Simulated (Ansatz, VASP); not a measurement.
# One calculation of Co, two programs

```xyz
1
Lattice="2.1882 0.0000 0.0000 0.0000 2.1882 0.0000 0.0000 0.0000 2.1882" Properties=species:S:1:pos:R:3 pbc="T T T"
Co    0.0000    0.0000    0.0000
```

Alike in both runs: task single point; functional PBEsol; k mesh 16 × 16 × 16; occupations fermi-dirac, width 0.1 eV; no spin polarisation.

|  | VASP | Ansatz |
| --- | --- | --- |
| version | VASP 6.6.1 | Ansatz 0.2.0 |
| potentials or method | VASP PAW PBE potentials, release 64 (Co_sv), cutoff 690 eV | plane waves (420 eV) with PAW, scalar-relativistic |
| valence electrons in the cell | 17 | 17 |

```tsv
	VASP	Ansatz	Ansatz less VASP
pressure (GPa)	20.0	21.2	+1.21
```

VASP's potentials were made for PBE, not for PBEsol, and Ansatz warns of the same on its side.
